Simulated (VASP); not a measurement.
The system is AgSnCl2.

```
Ag Sn Cl
1.0
     3.60587    0.00000    0.00000
    -1.80294    3.12278    0.00000
     0.00000    0.00000    5.85441
Ag Sn Cl
1 1 2
Direct
  0.00000 0.00000 0.50000
  0.00000 0.00000 0.00000
  0.66667 0.33333 0.24260
  0.33333 0.66667 0.75740
```

- Program: VASP 6.6.1
- Task: relaxation of cell and atoms
- Functional: PBE
- Potentials or basis: VASP PAW PBE potentials, release 64 (Ag, Sn_d, Cl)
- Cutoff: 600 eV
- k mesh: 6 × 6 × 4
- Occupations: gaussian, width 0.1 eV
- Spin: no spin polarisation

At the start: pressure 52.8 GPa; volume 16.48 Å³/atom.

Task: Where does the relaxation end?

Result: Over 20 steps the energy falls by 1226.5 meV/atom and the volume is 27.42 Å³/atom (+66.4 %); space group P-3m1 (No. 164, to 0.05 Å).

The path:
| step | energy change (eV) | largest force (eV/Å) | pressure (GPa) | volume (Å³) |
| --- | --- | --- | --- | --- |
| 1 | 0.0000 | 2.4459 | 52.77 | 65.92 |
| 2 | -4.0658 | 0.2895 | -4.51 | 132.46 |
| 3 | -4.5076 | 0.0994 | 0.88 | 104.62 |
| 4 | -4.5139 | 0.0207 | -0.32 | 108.15 |
| 5 | -4.5149 | 0.0411 | -0.01 | 107.16 |
| 6 | -4.5273 | 0.0148 | 0.02 | 107.19 |
| 7 | -4.5780 | 0.1438 | 0.05 | 107.18 |
| 8 | -4.7011 | 0.2703 | 0.14 | 106.77 |
| 9 | -4.8022 | 0.3859 | 1.32 | 104.37 |
| 10 | -4.8160 | 0.3496 | 0.63 | 105.46 |
| 11 | -4.8202 | 0.3628 | 0.84 | 105.09 |
| 12 | -4.8325 | 0.3628 | 0.36 | 106.62 |
| 13 | -4.8340 | 0.3631 | 0.14 | 107.41 |
| 14 | -4.8458 | 0.3361 | 0.00 | 107.88 |
| 15 | -4.8727 | 0.2559 | -0.36 | 109.30 |
| 16 | -4.8914 | 0.1017 | -0.90 | 112.15 |
| 17 | -4.9018 | 0.0222 | -0.20 | 110.26 |
| 18 | -4.9024 | 0.0034 | 0.02 | 109.70 |
| 19 | -4.9043 | 0.0005 | 0.02 | 109.70 |
| 20 | -4.9059 | 0.0081 | 0.04 | 109.68 |

Final structure:
```
CELL_PARAMETERS angstrom
4.72014 0.00000 0.00000
-2.36007 4.08776 0.00000
0.00000 0.00000 5.68450
ATOMIC_POSITIONS crystal
Ag 0.00000 0.00000 0.50000
Sn 0.00000 0.00000 0.00000
Cl 0.66667 0.33333 0.22772
Cl 0.33333 0.66667 0.77228
```

Caveat: the volume moved by over 15 % at a fixed basis, so the end points are rough; an odd number of electrons without spin polarisation forces a metal; a magnetic or distorted state may lie lower.
